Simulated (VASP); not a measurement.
BAs: single point with PBE

Crystal: BAs.

```xyz
2
Lattice="0.0000 2.3109 2.3109 2.3109 0.0000 2.3109 2.3109 2.3109 0.0000" Properties=species:S:1:pos:R:3 pbc="T T T"
B     0.0000    0.0000    0.0000
As    3.4664    3.4664    3.4664
```

```yaml
Program: VASP 6.6.1
Task: single point
Functional: PBE
Potentials_or_basis: VASP PAW PBE potentials, release 64 (B, As)
Cutoff: 520 eV
k_mesh: 10 × 10 × 10
Occupations: gaussian, width 0.01 eV
Spin: no spin polarisation
```

| Item | Value |
| --- | --- |
| Pressure | 21.1 GPa |
| Band gap on the k mesh | 1.07 eV, indirect (least direct gap 3.41 eV) |

Levels at points of the mesh, in eV from the valence-band top:
```csv
k point,band 2,band 3,band 4,band 5,band 6,band 7
"(0.00, 0.00, 0.00)",0.00,0.00,0.00,3.41,3.41,3.41
"(0.50, 0.00, 0.00)",-9.55,-2.00,-2.00,3.30,4.89,4.89
"(0.50, 0.50, 0.00)",-9.11,-4.51,-4.51,1.29,1.34,12.34
```

Wall time 21 s on 1 thread of AMD EPYC 7R13 (shared host), peak memory 0.11 GiB.

A k mesh can miss the band edges.
